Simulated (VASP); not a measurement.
Input of a VASP 6.6.1 run:

The input INCAR:

```
SYSTEM = TiO2
  PREC = Accurate
  ENCUT = 520
  EDIFF = 1E-7
  ISMEAR = -1
  SIGMA = 0.02
  LREAL = .FALSE.
  LASPH = .TRUE.
  NELM = 60
  ALGO = Normal
  ISIF = 2
  LWAVE = .FALSE.
  LCHARG = .TRUE.
  GGA = PE
  LELF = .TRUE.
  LVHAR = .TRUE.
  NBANDS = 19
```

KPOINTS

```
regular mesh
0
G
  10 10 10
  0 0 0
```

Contents of POSCAR:

```
TiO2
1.0
    0.0000000000      2.3968272547      2.3968272547
    2.3968272547      0.0000000000      2.3968272547
    2.3968272547      2.3968272547      0.0000000000
Ti O
1 2
Direct
    0.0000000000      0.0000000000      0.0000000000
    0.2500000000      0.2500000000      0.2500000000
    0.7500000000      0.7500000000      0.7500000000
```

Potentials or basis: VASP PAW PBE potentials, release 64 (Ti_sv, O).

Launch:

```sh
$ cat potpaw_PBE.64/Ti_sv/POTCAR potpaw_PBE.64/O/POTCAR > POTCAR
$ mpirun -np 1 vasp_std > vasp.out
```

Predict the pressure.

6.8 GPa.

What does it give for the band gap on the k mesh?

1.13 eV, indirect (least direct gap 1.84 eV).

A k mesh can miss the band edges. A hybrid or GW would open this gap; PBE tends to underestimate it.
